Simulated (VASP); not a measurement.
**Si3P: single point with PBE**

Si3P:

```
CELL_PARAMETERS angstrom
3.88608 0.00000 0.00000
0.00000 3.88608 0.00000
0.00000 0.00000 3.88608
ATOMIC_POSITIONS crystal
Si 0.00000 0.50000 0.50000
Si 0.50000 0.00000 0.50000
Si 0.50000 0.50000 0.00000
P 0.00000 0.00000 0.00000
```

```json
{"Program": "VASP 6.6.1", "Task": "single point", "Functional": "PBE", "Potentials or basis": "VASP PAW PBE potentials, release 64 (Si, P)", "Cutoff": "520 eV", "k mesh": "12 × 12 × 12", "Occupations": "gaussian, width 0.1 eV", "Spin": "no spin polarisation"}
```

- Pressure: 0.0 GPa
- Band gap on the k mesh: zero (an odd number of electrons rules out a gap without spin polarisation)

Levels at points of the mesh, in eV from the Fermi level:
```csv
k point,band 5,band 6,band 7,band 8,band 9,band 10,band 11,band 12
"(0.00, 0.00, 0.00)",-5.79,-4.53,-4.53,1.70,1.70,1.70,3.15,3.15
"(0.50, 0.00, 0.00)",-3.97,-3.05,-3.05,-2.83,-2.19,-1.48,3.97,3.97
"(0.50, 0.50, 0.00)",-2.46,-1.53,-0.80,-0.80,-0.80,-0.62,-0.62,0.06
"(0.50, 0.50, 0.50)",-7.38,-7.38,-7.38,-6.89,5.85,5.85,5.85,8.38
```

Wall time 79 s on 1 thread of Oxide Virtual Turin-like Processor, with other jobs on the host, peak memory 0.17 GiB.
